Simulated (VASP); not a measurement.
# Na2S (Fm-3m) in VASP: further runs, part 2 of 2

VASP 6.6.1. The steps go on from the part before.

### 6 Single point, HSE06

Input file POSCAR:

```
Na2S
1.0
    0.0000000000      3.2554324741      3.2554324741
    3.2554324741      0.0000000000      3.2554324741
    3.2554324741      3.2554324741      0.0000000000
S Na
1 2
Direct
    0.0000000000      0.0000000000      0.0000000000
    0.2500000000      0.2500000000      0.2500000000
    0.7500000000      0.7500000000      0.7500000000
```

Input file INCAR.step1:

```
PREC = Accurate
ENCUT = 400
EDIFF = 1E-5
ISMEAR = 0
SIGMA = 0.01
LREAL = F
LASPH = T
NELM = 120
ALGO = Normal
ISIF = 2
LWAVE = T
GGA = PE
NBANDS = 17
GGA_COMPAT = F
```

Input file INCAR.step2:

```
PREC = Accurate
ENCUT = 400
EDIFF = 1E-6
ISMEAR = 0
SIGMA = 0.01
LREAL = F
LASPH = T
NELM = 120
ALGO = Normal
ISIF = 2
LWAVE = F
LCHARG = T
GGA = PE
LHFCALC = T
HFSCREEN = 0.2079
PRECFOCK = Normal
LELF = T
LVHAR = T
ISTART = 1
NBANDS = 17
GGA_COMPAT = F
```

Input file KPOINTS:

```
Automatic mesh
0
Gamma
  4 4 4
```

Potentials or basis: VASP PAW PBE potentials, release 64 (S, Na_pv).

Run with:

```
cat potpaw_PBE.64/S/POTCAR potpaw_PBE.64/Na_pv/POTCAR > POTCAR
cp INCAR.step1 INCAR
mpirun -np 1 vasp_std > vasp.out
cp INCAR.step2 INCAR
mpirun -np 1 vasp_std > vasp.out
```

Wall time 3 min (1 thread of Oxide Virtual Turin-like, shared host); peak memory 0.23 GiB.

It converged, with:

| Item | Value |
| --- | --- |
| Free energy | -11.5008 eV |
| Pressure | 0.0 GPa |
| Band gap on the k mesh | 3.52 eV |

Levels at points of the mesh, in eV from the valence-band top:
```csv
k point,band 7,band 8,band 9,band 10,band 11,band 12,band 13,band 14
"(0.00, 0.00, 0.00)",-11.21,0.00,0.00,0.00,3.52,8.96,8.96,8.96
"(0.50, 0.00, 0.00)",-10.93,-1.78,-0.15,-0.15,5.95,7.60,8.29,8.29
"(0.50, 0.50, 0.00)",-10.84,-1.59,-0.51,-0.51,4.78,7.18,9.92,11.15
```

Caveat: the structure was generated, so it needn't be the stable form of Na2S; the PAW data sets were made with another functional, which shifts forces and pressure a little.

### 7 Single point, HSE06

POSCAR is that of step 6.

Input file INCAR.step1:

```
ALGO = Normal ; EDIFF = 1E-5
ENCUT = 400 ; GGA = PE
GGA_COMPAT = F ; ISIF = 2
ISMEAR = 1 ; LASPH = T
LCHARG = F ; LREAL = F
LWAVE = T ; NBANDS = 17
NELM = 120 ; PREC = Accurate
SIGMA = 0.05
```

Input file INCAR.step2:

```
ALGO = Normal ; EDIFF = 1E-6
ENCUT = 400 ; GGA = PE
GGA_COMPAT = F ; HFSCREEN = 0.2079
ISIF = 2 ; ISMEAR = 1
ISTART = 1 ; LASPH = T
LCHARG = F ; LHFCALC = T
LREAL = F ; LWAVE = F
NBANDS = 17 ; NELM = 120
PREC = Accurate ; PRECFOCK = Normal
SIGMA = 0.05
```

Input file KPOINTS:

```
k-points
0
Gamma
  4 4 4
```

Potentials or basis: VASP PAW PBE potentials, release 64 (S, Na_pv).

Run with:

```
cat potpaw_PBE.64/S/POTCAR potpaw_PBE.64/Na_pv/POTCAR > POTCAR
cp INCAR.step1 INCAR
mpirun -np 1 vasp_std > vasp.out
cp INCAR.step2 INCAR
mpirun -np 1 vasp_std > vasp.out
```

OUTCAR:

```text
EDIFF = 1E-6
   ENCUT = 400
   GGA = PE
   HFSCREEN = 0.2079
   ISIF = 2
   ISMEAR = 1
   ISTART = 1
   LASPH = T
   LHFCALC = T
   LREAL = F
   NELM = 120
   PREC = Accurate
   PRECFOCK = Normal

 ion  position               nearest neighbor table
   1  0.000  0.000  0.000-
   2  0.250  0.250  0.250-
   3  0.750  0.750  0.750-

  LATTYP: Found a face centered cubic cell.
 ALAT       =     6.5108649482

[... 339 lines left out ...]

------------------------ aborting loop because EDIFF is reached ----------------------------------------

  FORCE on cell =-STRESS in cart. coord.  units (eV):
  Direction    XX          YY          ZZ          XY          YZ          ZX
  --------------------------------------------------------------------------------------
  -------------------------------------------------------------------------------------
  Total        0.0050359      0.0050359      0.0050359      0.0000000      0.0000000     -0.0000000
  in kB        0.1169322      0.1169322      0.1169322      0.0000000      0.0000000     -0.0000000
  external PRESSURE =       0.1169322 kB  Pullay stress =       0.0000000 kB

 VOLUME and BASIS-vectors are now :
 -----------------------------------------------------------------------------
  energy-cutoff  :      400.00
  volume of cell :       69.00
      direct lattice vectors                 reciprocal lattice vectors
     0.000000000  3.255432474  3.255432474    -0.153589424  0.153589424  0.153589424
     3.255432474  0.000000000  3.255432474     0.153589424 -0.153589424  0.153589424
     3.255432474  3.255432474  0.000000000     0.153589424  0.153589424 -0.153589424

 POSITION                                       TOTAL-FORCE (eV/Angst)
 -----------------------------------------------------------------------------------
      0.00000      0.00000      0.00000        -0.000000      0.000000      0.000000
      1.62772      1.62772      1.62772         0.000000     -0.000000     -0.000000
      4.88315      4.88315      4.88315        -0.000000      0.000000      0.000000
 -----------------------------------------------------------------------------------
    total drift:                               -0.000002     -0.000002     -0.000002

  FREE ENERGIE OF THE ION-ELECTRON SYSTEM (eV)
  ---------------------------------------------------
  free  energy   TOTEN  =       -11.5006977951 eV

  energy  without entropy=      -11.5009430552  energy(sigma->0) =      -11.50077955
```

OUTCAR.step1:

```text
EDIFF = 1E-5
   ENCUT = 400
   GGA = PE
   ISIF = 2
[... 367 lines left out ...]
      0.00000      0.00000      0.00000         0.000000      0.000000      0.000000
      1.62772      1.62772      1.62772        -0.000000      0.000000     -0.000000
      4.88315      4.88315      4.88315         0.000000     -0.000000      0.000000
 -----------------------------------------------------------------------------------
    total drift:                                0.000000     -0.000000      0.000000

  FREE ENERGIE OF THE ION-ELECTRON SYSTEM (eV)
  ---------------------------------------------------
  free  energy   TOTEN  =        -9.9669437467 eV

  energy  without entropy=       -9.9673104009  energy(sigma->0) =       -9.96706596
```

OSZICAR.step1:

```text
N       E                     dE             d eps       ncg     rms          rms(c)
DAV:   1     0.142103324797E+03    0.14210E+03   -0.90683E+03   272   0.995E+02
DAV:   2     0.680322534429E+00   -0.14142E+03   -0.13725E+03   280   0.300E+02
DAV:   3    -0.105597285890E+02   -0.11240E+02   -0.11190E+02   333   0.849E+01
DAV:   4    -0.108130122385E+02   -0.25328E+00   -0.25237E+00   331   0.132E+01
DAV:   5    -0.108168083649E+02   -0.37961E-02   -0.37949E-02   363   0.164E+00    0.370E+00
DAV:   6    -0.100100738286E+02    0.80673E+00   -0.15768E+00   348   0.550E+00    0.298E+00
DAV:   7    -0.995590398381E+01    0.54170E-01   -0.23708E-01   309   0.206E+00    0.193E+00
DAV:   8    -0.996521845201E+01   -0.93145E-02   -0.17203E-02   305   0.107E+00    0.527E-01
DAV:   9    -0.996519451593E+01    0.23936E-04   -0.46153E-04   357   0.157E-01    0.416E-01
DAV:  10    -0.996687758690E+01   -0.16831E-02   -0.33367E-03   281   0.327E-01    0.177E-01
DAV:  11    -0.996691297786E+01   -0.35391E-04   -0.62524E-05   340   0.711E-02    0.618E-02
DAV:  12    -0.996694401848E+01   -0.31041E-04   -0.55208E-05   291   0.468E-02    0.680E-03
DAV:  13    -0.996694374669E+01    0.27179E-06   -0.57608E-06   243   0.115E-02
   1 F= -.99669437E+01 E0= -.99670660E+01  d E =0.366654E-03
```

It took 3 min on 1 thread of Oxide Virtual Turin-like, shared host; peak memory 0.23 GiB.

Results:

* Free energy: -11.5007 eV
* Pressure: 0.0 GPa
* Band gap on the k mesh: 3.52 eV

Levels at points of the mesh, in eV from the valence-band top:
```tsv
k point	band 7	band 8	band 9	band 10	band 11	band 12	band 13	band 14
(0.00, 0.00, 0.00)	-11.21	0.00	0.00	0.00	3.52	8.96	8.96	8.96
(0.50, 0.00, 0.00)	-10.93	-1.78	-0.15	-0.15	5.95	7.60	8.29	8.29
(0.50, 0.50, 0.00)	-10.84	-1.59	-0.51	-0.51	4.78	7.18	9.92	11.15
```

Caveat: the structure was generated, so it needn't be the stable form of Na2S; the PAW data sets were made with another functional, which shifts forces and pressure a little.

### 8 Overview

```csv
level,k mesh,cutoff (eV),smearing,grid for exact exchange (PRECFOCK),share of exact exchange,screening parameter,gap on the mesh (eV),pressure (GPa)
PBEsol,6 × 6 × 6,500,gaussian 0.01 eV,-,-,-,2.41,-0.1
HSE06,4 × 4 × 4,400,gaussian 0.01 eV,Normal,0.25,0.2079 1/Å,3.52,0.0
PBE-based screened hybrid with 75 % exact exchange,4 × 4 × 4,400,gaussian 0.01 eV,Normal,0.75,0.1 1/Å,6.66,-1.2
PBE-based screened hybrid with 100 % exact exchange,4 × 4 × 4,400,gaussian 0.01 eV,Normal,1,0.1 1/Å,8.12,-1.8
HSE06,4 × 4 × 4,400,methfessel-paxton 0.05 eV,Normal,0.25,0.2079 1/Å,3.52,0.0
```

Alike in all rows: task single point; potentials or basis VASP PAW PBE potentials, release 64 (S, Na_pv); no spin polarisation; cell as given.

On the cell as given the gap runs from 2.41 eV (PBEsol) to 8.12 eV (PBE-based screened hybrid with 100 % exact exchange); the meshes differ, which moves gaps too. The pressure there spans -1.8 GPa (PBE-based screened hybrid with 100 % exact exchange) to 0.0 GPa (HSE06); a positive pressure means that this level wants a larger cell, a negative one a smaller.

Caveats: the structure was generated, so it needn't be the stable form of Na2S; the PAW data sets were made with another functional, which shifts forces and pressure a little.

Total energies depend on the potentials used, so only differences within one code and one set of settings carry meaning.
